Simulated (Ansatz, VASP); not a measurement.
One calculation of Ga, two programs

INCAR

```
SYSTEM = Ga
PREC     = Accurate       ! precision mode
ENCUT    = 520            ! plane-wave cutoff, eV
EDIFF    = 1E-7           ! SCF threshold, eV
ISMEAR   = 0              ! smearing method
SIGMA    = 0.15           ! smearing width, eV
LREAL    = .False.        ! projectors in reciprocal space
LASPH    = .True.         ! aspherical terms in the spheres
NELM     = 100            ! most SCF steps
ALGO     = Fast           ! electronic algorithm
ISIF     = 2              ! what is computed and relaxed
LWAVE    = .False.        ! write WAVECAR
LCHARG   = .False.        ! write CHGCAR
NBANDS   = 12             ! bands
```

Contents of KPOINTS:

```
Automatic mesh
0
Gamma
  26 26 26
  0 0 0
```

File POSCAR:

```
Ga
1.0
   -1.3600959458      1.3600959458      2.3752273858
    1.3600959458     -1.3600959458      2.3752273858
    1.3600959458      1.3600959458     -2.3752273858
Ga
1
Direct
    0.0000000000      0.0000000000      0.0000000000
```

Input for Ansatz:

```yaml
crystal:
  lattice:
    - [-1.3600959458, 1.3600959458, 2.3752273858]
    - [1.3600959458, -1.3600959458, 2.3752273858]
    - [1.3600959458, 1.3600959458, -2.3752273858]
  atoms:
    - { symbol: Ga, position: [0.0, 0.0, 0.0] }
basis:
  ecutwfc: 420
kpoints:
  mp_grid: { grid: [26, 26, 26] }
hamiltonian:
  xc: lda
scf:
  occupations: { method: gaussian, width: 0.15 }
output:
  forces: true
  stress: true
  eigenvalues: true
```

Alike in both runs: task single point; functional LDA; k mesh 26 × 26 × 26; occupations gaussian, width 0.15 eV; no spin polarisation.

|  | VASP | Ansatz |
| --- | --- | --- |
| version | VASP 6.6.1 | Ansatz 0.2.0 |
| potentials or method | VASP PAW LDA potentials, release 64 (Ga_d), cutoff 520 eV | scalar-relativistic, plane waves, PAW |
| valence electrons in the cell | 13 | 13 |

|  | VASP | Ansatz | Ansatz less VASP |
| --- | --- | --- | --- |
| gap on the k mesh at the Fermi level (eV) | none | none | - |
| pressure (GPa) | -1.3 | -1.3 | +0.02 |
| traceless stress, the component that is largest in VASP (GPa) | -1.03 | -1.00 | +0.028 |

LDA's correlation is that of Perdew and Zunger in VASP and of Perdew and Wang (1992) in Ansatz. A gap of «none» marks a metal or a gap that the smearing closes.
